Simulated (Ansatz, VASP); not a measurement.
## One calculation of MgO, two programs

```
CELL_PARAMETERS angstrom
2.07959 2.07959 0.00000
-2.07959 2.07959 0.00000
0.00000 2.07959 2.07959
ATOMIC_POSITIONS crystal
Mg 0.00000 0.00000 0.00000
O 0.50000 0.50000 0.00000
```

Alike in both runs: functional LDA; k mesh 14 × 14 × 14; occupations fermi-dirac, width 0.05 eV; no spin polarisation.

Ansatz relaxed the structure, and its values are those at the end. VASP's run is a single point on that final structure, the one shown.

|  | VASP | Ansatz |
| --- | --- | --- |
| version | VASP 6.6.1 | Ansatz 0.2.0 |
| potentials or method | VASP PAW LDA potentials, release 64 (Mg_sv, O) | PAW with Ansatz's default frozen-core files, scalar-relativistic |
| plane-wave cutoff (eV) | 750 | 420 |
| valence electrons in the cell | 16 | 16 |

Ansatz gave:

| Item | Value |
| --- | --- |
| gap on the k mesh at the Fermi level (eV) | 5.03 |
| pressure (GPa) | 0.0 |

Problem. Estimate VASP's values.

Solution. gap on the k mesh at the Fermi level (eV): 5.05; pressure (GPa): 0.1.

LDA's correlation is that of Perdew and Zunger in VASP and of Perdew and Wang (1992) in Ansatz.
